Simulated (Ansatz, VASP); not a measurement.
## One calculation of AlN, two programs

File INCAR:

```
  PREC = Accurate
  ENCUT = 520
  EDIFF = 1E-7
  ISMEAR = 0
  SIGMA = 0.05
  LREAL = False
  LASPH = True
  NELM = 100
  ALGO = Normal
  ISIF = 2
  LWAVE = False
  LCHARG = False
  NBANDS = 16
```

Contents of KPOINTS:

```
Automatic mesh
0
Gamma
  9 9 6
```

POSCAR

```
AlN
1.0
    3.2758593918      0.0000000000      0.0000000000
   -1.6379296959      2.8369774526      0.0000000000
    0.0000000000      0.0000000000      4.1006874222
Al N
2 2
Direct
    0.3333333333      0.6666666667      0.7773448474
    0.6666666667      0.3333333333      0.2773448474
    0.3333333333      0.6666666667      0.1973259047
    0.6666666667      0.3333333333      0.6973259047
```

Input for Ansatz:

```yaml
crystal:
  lattice:
    - [3.2758593918, 0.0, 0.0]
    - [-1.6379296959, 2.8369774526, 0.0]
    - [0.0, 0.0, 4.1006874222]
  atoms:
    - { symbol: Al, position: [0.3333333333, 0.6666666667, 0.7773448474] }
    - { symbol: Al, position: [0.6666666667, 0.3333333333, 0.2773448474] }
    - { symbol: "N", position: [0.3333333333, 0.6666666667, 0.1973259047] }
    - { symbol: "N", position: [0.6666666667, 0.3333333333, 0.6973259047] }
basis:
  ecutwfc: 520.0
kpoints:
  mp_grid: { grid: [9, 9, 6] }
hamiltonian:
  xc: lda
  pseudopotentials: { kind: paw, azcp: { folder: soft_1 } }
scf:
  occupations: { method: gaussian, width: 0.05 }
output:
  forces: true
  stress: true
  eigenvalues: true
```

Change from the starting cell: mode 4 frozen in at -0.216 Å, equal normal strain along x, y and z +0.0000.

Alike in both runs: task single point; functional LDA; k mesh 9 × 9 × 6; occupations gaussian, width 0.05 eV; no spin polarisation.

|  | VASP | Ansatz |
| --- | --- | --- |
| version | VASP 6.6.1 | Ansatz 0.2.0 |
| potentials or method | VASP PAW LDA potentials, release 64 (Al, N), cutoff 520 eV | scalar-relativistic, plane waves, PAW |
| valence electrons in the cell | 16 | 16 |

Ansatz gave:

| Quantity | Value |
| --- | --- |
| gap on the k mesh at the Fermi level (eV) | 4.04 |
| least direct gap on the mesh (eV) | 4.04 |
| pressure (GPa) | 13.3 |
| traceless stress, the component that is largest in VASP (GPa) | 40.02 |
| rms of the force components (eV/Å) | 1.784 |

Estimate VASP's values.

gap on the k mesh at the Fermi level (eV): 4.04; least direct gap on the mesh (eV): 4.04; pressure (GPa): 14.1; traceless stress, the component that is largest in VASP (GPa): 40.69; rms of the force components (eV/Å): 1.833.

Ansatz warns that its potentials were made for another functional, while VASP's fit it. LDA's correlation is that of Perdew and Zunger in VASP and of Perdew and Wang (1992) in Ansatz. Atom by atom the forces differ by 0.049 eV/Å (rms over components).
